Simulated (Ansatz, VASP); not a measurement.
# AlN in VASP and in Ansatz

The input INCAR:

```
PREC = Accurate
ENCUT = 520
EDIFF = 1E-6
ISMEAR = 0
SIGMA = 0.05
LREAL = F
LASPH = T
NELM = 100
ALGO = Normal
ISIF = 2
LWAVE = F
LCHARG = F
GGA = PS
NBANDS = 11
```

KPOINTS

```
regular mesh
0
Gamma
  10 10 10
```

POSCAR

```
AlN
1.0
   -0.0538348711      1.9957160605      1.9957160605
    1.9957160605     -0.0538348711      1.9957160605
    1.9957160605      1.9957160605     -0.0538348711
Al N
1 1
Direct
    0.5000000000      0.5000000000      0.5000000000
    0.0000000000      0.0000000000      0.0000000000
```

Input for Ansatz:

```yaml
crystal:
  lattice:
    - [-0.0538348711, 1.9957160605, 1.9957160605]
    - [1.9957160605, -0.0538348711, 1.9957160605]
    - [1.9957160605, 1.9957160605, -0.0538348711]
  atoms:
    - { symbol: Al, position: [0.5, 0.5, 0.5] }
    - { symbol: "N", position: [0.0, 0.0, 0.0] }
basis:
  ecutwfc: 520.0
kpoints:
  mp_grid: { grid: [10, 10, 10] }
hamiltonian:
  xc: pbesol
  pseudopotentials: { kind: paw, azcp: { folder: soft_1 } }
scf:
  occupations: { method: gaussian, width: 0.05 }
output:
  forces: true
  stress: true
  eigenvalues: true
```

Alike in both runs: task single point; functional PBEsol; k mesh 10 × 10 × 10; occupations gaussian, width 0.05 eV; no spin polarisation.

|  | VASP | Ansatz |
| --- | --- | --- |
| version | VASP 6.6.1 | Ansatz 0.2.0 |
| potentials or method | VASP PAW PBE potentials, release 64 (Al, N), cutoff 520 eV | scalar-relativistic, plane waves, PAW |
| valence electrons in the cell | 8 | 8 |

```csv
,VASP,Ansatz,Ansatz less VASP
gap on the k mesh at the Fermi level (eV),3.96,3.96,+0.002
least direct gap on the mesh (eV),5.23,5.21,-0.018
pressure (GPa),0.2,0.1,-0.04
"traceless stress, the component that is largest in VASP (GPa)",7.98,7.97,-0.006
```

VASP's potentials were made for PBE, not for PBEsol, and Ansatz warns of the same on its side.
